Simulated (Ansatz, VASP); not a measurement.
ZnO in VASP and in Ansatz

The input INCAR:

```
ALGO = Normal
EDIFF = 1E-7
ENCUT = 520
GGA = PE
ISIF = 2
ISMEAR = -1
LASPH = T
LCHARG = F
LREAL = F
LWAVE = F
NBANDS = 26
NELM = 80
PREC = Accurate
SIGMA = 0.08
```

Contents of KPOINTS:

```
k-points
0
Gamma
  12 12 7
```

File POSCAR:

```
ZnO
1.0
    3.2792607755      0.0000000000      0.0000000000
   -1.6396303878      2.8399231372      0.0000000000
    0.0000000000      0.0000000000      5.2938673460
Zn O
2 2
Direct
    0.3333333333      0.6666666667     -0.0015194259
    0.6666666667      0.3333333333      0.4984805741
    0.3333333333      0.6666666667      0.3775194259
    0.6666666667      0.3333333333      0.8775194259
```

Input for Ansatz:

```yaml
crystal:
  lattice:
    - [3.2792607755, 0.0, 0.0]
    - [-1.6396303878, 2.8399231372, 0.0]
    - [0.0, 0.0, 5.293867346]
  atoms:
    - { symbol: Zn, position: [0.3333333333, 0.6666666667, -0.0015194259] }
    - { symbol: Zn, position: [0.6666666667, 0.3333333333, 0.4984805741] }
    - { symbol: O, position: [0.3333333333, 0.6666666667, 0.3775194259] }
    - { symbol: O, position: [0.6666666667, 0.3333333333, 0.8775194259] }
kpoints:
  mp_grid: { grid: [12, 12, 7] }
  band_path:
    path:
      - [0.0, 0.0, 0.0]
      - [0.5, 0.0, 0.0]
      - [0.3333333333, 0.3333333333, 0.0]
      - [0.0, 0.0, 0.0]
      - [0.0, 0.0, 0.5]
      - [0.5, 0.0, 0.5]
      - [0.3333333333, 0.3333333333, 0.5]
      - [0.0, 0.0, 0.5]
      - [0.5, 0.0, 0.5]
    npoints: 14
scf:
  occupations: { method: fermi_dirac, width: 0.08 }
hamiltonian:
  xc: pbe
  pseudopotentials: { kind: all_electron, lapw: { basis_error: 0.001 } }
output:
  forces: true
  stress: true
  eigenvalues: true
  fatbands: true
  populations: true
  dos: { projected: true, de: 0.2, e_range: [-14, 8] }
```

Alike in both runs: task single point; functional PBE; k mesh 12 × 12 × 7; occupations fermi-dirac, width 0.08 eV; no spin polarisation.

|  | VASP | Ansatz |
| --- | --- | --- |
| version | VASP 6.6.1 | Ansatz 0.2.0 |
| potentials or method | VASP PAW PBE potentials, release 64 (Zn, O), cutoff 520 eV | all-electron LAPW, scalar-relativistic |

Ansatz gave:

* pressure (GPa): -0.1

Q: What did VASP give for the same quantities?

A: Pressure (GPa): 0.9.

Ansatz ran all-electron here, and VASP with PAW potentials.
